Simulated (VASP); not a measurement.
Set up this calculation in VASP 6.6.1, as the native input.

```yaml
Task: single point
Functional: PBEsol
Potentials_or_basis: VASP PAW PBE potentials, release 64 (Zr_sv, B)
Cutoff: 520 eV
k_mesh: 7 × 7 × 6
Occupations: fermi-dirac, width 0.05 eV
Spin: non-collinear spin, zero start, spin-orbit coupling
Starting_moments: "[[0.0, 0.0, 0.0], [0.0, 0.0, 0.0], [0.0, 0.0, 0.0]] μB"
Dipole_correction: no
Further_INCAR_settings: ALGO = Normal; EDIFF = 1e-07; NBANDS = 31
```

The structure of ZrB2 lies in POSCAR:

```
ZrB2
1.0
    3.1700000000      0.0000000000      0.0000000000
   -1.5850000000      2.7453005300      0.0000000000
    0.0000000000      0.0000000000      3.5330000000
Zr B
1 2
Direct
    0.0000000000      0.0000000000      0.0000000000
    0.6666666667      0.3333333333      0.5000000000
    0.3333333333      0.6666666667      0.5000000000
```

These files were run (other wordings do the same):

INCAR

```
SYSTEM = ZrB2
PREC     = Accurate       ! precision mode
ENCUT    = 520            ! plane-wave cutoff, eV
EDIFF    = 1E-7           ! SCF threshold, eV
ISMEAR   = -1             ! smearing method
SIGMA    = 0.05           ! smearing width, eV
LREAL    = .FALSE.        ! projectors in reciprocal space
LASPH    = .TRUE.         ! aspherical terms in the spheres
NELM     = 150            ! most SCF steps
ALGO     = Normal         ! electronic algorithm
ISIF     = 2              ! what is computed and relaxed
LWAVE    = .FALSE.        ! write WAVECAR
LCHARG   = .FALSE.        ! write CHGCAR
MAGMOM   = 0 0 0 0 0 0 0 0 0 ! initial moments
LORBIT   = 11             ! projections on sites
LSORBIT  = .TRUE.         ! spin-orbit coupling
GGA_COMPAT= .FALSE.      
LORBMOM  = .TRUE.       
LMAXMIX  = 4              ! l up to which the mixer works
GGA      = PS             ! functional
NBANDS   = 31             ! bands
```

KPOINTS

```
regular mesh
0
G
  7 7 6
  0 0 0
```

Potentials or basis: VASP PAW PBE potentials, release 64 (Zr_sv, B).

The run is started by

```sh
$ cat potpaw_PBE.64/Zr_sv/POTCAR potpaw_PBE.64/B/POTCAR > POTCAR
$ mpirun -np 1 vasp_ncl > vasp.out
```

Results of the run:

```yaml
Pressure: -3.7 GPa
Net_moment: 0.00 μB per cell
Valence_electrons_inside_the_program's_atomic_spheres: Zr 9.98; B 1.90
```

Caveat: the PAW data sets were made with another functional, which shifts forces and pressure a little.

Wall time 45 s on 1 thread of Intel(R) Xeon(R) 6975P-C (Granite Rapids) (shared host), peak memory 0.23 GiB.
